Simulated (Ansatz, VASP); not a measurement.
BaTiO3: VASP beside Ansatz

The input INCAR:

```
ALGO = Normal
EDIFF = 1E-6
ENCUT = 600
GGA = PS
GGA_COMPAT = False
ISIF = 2
ISMEAR = -1
LASPH = True
LCHARG = False
LDAU = True
LDAUJ = 0 0 0
LDAUL = -1 2 -1
LDAUPRINT = 1
LDAUTYPE = 2
LDAUU = 0 7 0
LMAXMIX = 4
LREAL = False
LWAVE = False
NBANDS = 28
NELM = 200
PREC = Accurate
SIGMA = 0.02
```

File KPOINTS:

```
k-points
0
Gamma
  6 6 6
```

The input POSCAR:

```
BaTiO3
1.0
    2.8273666100      1.6323808700      2.3183934900
   -2.8273666100      1.6323808700      2.3183934900
    0.0000000000     -3.2647617400      2.3183934900
Ba Ti O
1 1 3
Direct
    0.0000000000      0.0000000000      0.0000000000
    0.4845000000      0.4845000000      0.4845000000
    0.5086000000      0.5086000000      0.0175000000
    0.0175000000      0.5086000000      0.5086000000
    0.5086000000      0.0175000000      0.5086000000
```

Input for Ansatz:

```yaml
crystal:
  lattice:
    - [2.82736661, 1.63238087, 2.31839349]
    - [-2.82736661, 1.63238087, 2.31839349]
    - [0.0, -3.26476174, 2.31839349]
  atoms:
    - { symbol: Ba, position: [0.0, 0.0, 0.0] }
    - { symbol: Ti, position: [0.4845, 0.4845, 0.4845] }
    - { symbol: O, position: [0.5086, 0.5086, 0.017499999999999946] }
    - { symbol: O, position: [0.017500000000000036, 0.5086, 0.5086] }
    - { symbol: O, position: [0.5086, 0.017499999999999974, 0.5086] }
basis:
  ecutwfc: 550.0
kpoints:
  mp_grid:
    grid: [6, 6, 6]
hamiltonian:
  xc: pbesol
  hubbard:
    - { species: Ti, l: d, u_eff: 7.0 }
scf:
  convergence:
    dr2_threshold: 1.0e-10
  occupations:
    method: fermi_dirac
    width: 0.02
output:
  eigenvalues: true
```

Alike in both runs: task single point; functional PBEsol; k mesh 6 × 6 × 6; occupations fermi-dirac, width 0.02 eV; no spin polarisation; Hubbard terms Ti d U = 7.0 eV.

```csv
,VASP,Ansatz
version,VASP 6.6.1,Ansatz 0.2.0
potentials or method,"VASP PAW PBE potentials, release 64 (Ba_sv, Ti_sv, O), cutoff 600 eV","plane waves, PAW"
valence electrons in the cell,40,40
```

|  | VASP | Ansatz | Ansatz less VASP |
| --- | --- | --- | --- |
| gap on the k mesh at the Fermi level (eV) | 3.11 | 3.18 | +0.072 |

VASP's potentials were made for PBE, not for PBEsol. The programs project onto different local orbitals, so the same U acts differently, and such runs can settle in different states.

Spin-orbit coupling is off throughout.
